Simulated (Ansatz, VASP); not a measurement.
One calculation of Na2S, two programs

```xyz
3
Lattice="0.0000 3.2170 3.2170 3.2170 0.0000 3.2170 3.2170 3.2170 0.0000" Properties=species:S:1:pos:R:3 pbc="T T T"
Na    1.6085    1.6085    1.6085
Na    4.8254    4.8254    4.8254
S     0.0000    0.0000    0.0000
```

Alike in both runs: task single point; functional PBE; k mesh 8 × 8 × 8; occupations gaussian, width 0.02 eV; no spin polarisation.

```csv
,VASP,Ansatz
version,VASP 6.6.1,Ansatz 0.2.0
potentials or method,"VASP PAW PBE potentials, release 64 (Na_pv, S), cutoff 500 eV","scalar-relativistic, plane waves, PAW"
valence electrons in the cell,20,24
```

|  | VASP | Ansatz | Ansatz less VASP |
| --- | --- | --- | --- |
| gap on the k mesh at the Fermi level (eV) | 2.65 | 2.66 | +0.003 |
| least direct gap on the mesh (eV) | 2.65 | 2.66 | +0.003 |
| pressure (GPa) | 2.0 | 2.0 | -0.01 |

VASP's potentials hold 20 valence electrons a cell and Ansatz's 24, so a difference there can come from the potentials and not from the codes.
